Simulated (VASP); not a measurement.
Write the native input for VASP 6.6.1 that does the following.

- Task: molecular dynamics
- Functional: PBE
- Potentials or basis: VASP PAW PBE potentials, release 64 (Si, O, Al, N)
- Cutoff: 520 eV
- k mesh: 1 × 1 × 1, shifted
- Occupations: fermi-dirac, width 0.05 eV
- Spin: no spin polarisation
- Dipole correction: no
- Further INCAR settings: ALGO = Normal; EDIFF = 1e-05; NBANDS = 49; ISYM = 0; IBRION = 0; POTIM = 2.0; NSW = 40

The structure of AlSi4NO8 lies in POSCAR:

```
AlSi4NO8
1.0
    5.7572110000     -0.1084800000      0.0355500000
   -0.1084800000      5.9047110000     -0.0767980000
    0.0355500000     -0.0767980000      5.9747940000
Si O Al N
4 8 1 1
Direct
    0.1676687162      0.5310911720      0.3359420240
    0.6094349050      0.3687941889      0.0065507133
    0.1021762472      0.1192827738      0.0399249669
    0.3498539089      0.7122666888      0.7543919686
    0.1273141182      0.8750389288      0.8952078056
    0.6008293277      0.5628204478      0.7850146303
    0.9521179779      0.6793763832      0.2763112755
    0.3924216893      0.1967282940      0.9938880794
    0.0267176236      0.2359525157      0.3007682703
    0.8491466222      0.2523772532      0.9404305584
    0.4628296962      0.8961773243      0.5792794776
    0.1740133040      0.5271957233      0.6211421082
    0.6895336253      0.7422876596      0.4454927791
    0.4449296413      0.5371129942      0.2341689294
```

One way to write it, as run:

INCAR

```
  ALGO = Normal
  EDIFF = 1E-5
  ENCUT = 520
  GGA = PE
  IBRION = 0
  ISIF = 2
  ISMEAR = -1
  ISYM = 0
  LANGEVIN_GAMMA = 30 30 30 30
  LASPH = True
  LCHARG = True
  LREAL = False
  LWAVE = False
  MDALGO = 3
  NBANDS = 49
  NELM = 60
  NELMIN = 4
  NSW = 40
  POTIM = 2.0
  PREC = Accurate
  RANDOM_SEED = 70099 0 0
  SIGMA = 0.05
  TEBEG = 300.0
  TEEND = 300.0
```

KPOINTS

```
Automatic mesh
0
Gamma
  1 1 1
  0.25 0.25 0.25
```

Potentials or basis: VASP PAW PBE potentials, release 64 (Si, O, Al, N).

Command:

```console
$ cat potpaw_PBE.64/Si/POTCAR potpaw_PBE.64/O/POTCAR potpaw_PBE.64/Al/POTCAR potpaw_PBE.64/N/POTCAR > POTCAR
$ mpirun -np 1 vasp_std > vasp.out
```

Wall time 13 min on 1 thread of Intel(R) Xeon(R) Platinum 8259CL CPU @ 2.50GHz (Skylake/Cascade Lake), on a shared host, peak memory 0.36 GiB.
